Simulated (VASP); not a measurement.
Crystal: HoAuF4.

```
CELL_PARAMETERS angstrom
2.52393 1.45719 4.11251
-2.52393 1.45719 4.11251
0.00000 -2.91438 4.11251
ATOMIC_POSITIONS crystal
Ho 0.78179 0.78179 0.78179
Au 0.57366 0.57366 0.57366
F 0.22084 0.75093 0.22084
F 0.22084 0.22084 0.75093
F 0.75093 0.22084 0.22084
F 0.19615 0.19615 0.19615
```

The cell was generated, and may not be a known phase.

```yaml
Program: VASP 6.6.1
Task: relaxation of cell and atoms
Functional: PBE
Potentials_or_basis: VASP PAW PBE potentials, release 64 (Ho_3, Au, F), 4f in core
Cutoff: 600 eV
k_mesh: 3 × 3 × 3
Occupations: gaussian, width 0.15 eV
Spin: no spin polarisation
```

At the start: pressure -4.1 GPa; volume 15.13 Å³/atom.

Where does the relaxation end?

Over 25 steps the energy falls by 587.0 meV/atom and the volume is 15.52 Å³/atom (+2.6 %); space group R3m (No. 160, to 0.1 Å) before and after.

Step by step:
```
step  energy change (eV)  largest force (eV/Å)  pressure (GPa)  volume (Å³)
   1              0.0000                2.9509           -4.05        90.75
   2             -1.5981                1.5528           -3.84        85.54
   3             -2.0528                1.9457            2.42        80.83
   4             -2.0626                1.8797            1.05        81.53
   5             -2.6027                1.6727            4.15        81.23
   6             -2.7596                1.0978            9.59        80.59
   7             -3.0043                1.0256            5.23        85.66
   8             -3.0689                1.1755            2.18        89.83
   9             -3.2276                0.8421           -0.42        91.58
  10             -3.2425                0.8419           -1.40        92.40
  11             -3.2960                0.6580           -0.34        91.65
  12             -3.3352                0.4150            0.39        90.73
  13             -3.3140                0.9087            2.51        88.85
  14             -3.3432                0.5095            1.09        90.08
  15             -3.3853                0.4685            0.65        90.98
  16             -3.4336                0.5952           -0.51        93.10
  17             -3.4632                0.3857           -0.56        93.40
  18             -3.4875                0.3026           -0.61        93.96
  19             -3.4955                0.2924           -0.06        93.48
  20             -3.5042                0.2691            0.61        92.51
  21             -3.5049                0.2595            0.96        92.12
  22             -3.5111                0.2186            0.57        92.38
  23             -3.5150                0.1577           -0.01        92.79
  24             -3.5191                0.1101           -0.05        92.91
  25             -3.5219                0.0391           -0.11        93.11
```

Final structure:
```
Ho Au F
1.0
     2.26720    1.30897    5.22900
    -2.26720    1.30897    5.22900
     0.00000   -2.61794    5.22900
Ho Au F
1 1 4
Direct
  0.72811 0.72811 0.72811
  0.54641 0.54641 0.54641
  0.24231 0.74444 0.24231
  0.24231 0.24231 0.74444
  0.74444 0.24231 0.24231
  0.24063 0.24063 0.24063
```

Caveat: the k points lie up to 0.55 Å⁻¹ apart in the final cell; a cell axis changed by over 15 % at a fixed basis, so the end point is rough; the run has no spin polarisation, though such a crystal can be magnetic; the relaxation stopped at a loose force limit of 0.08 eV/Å, so its end isn't a converged minimum.
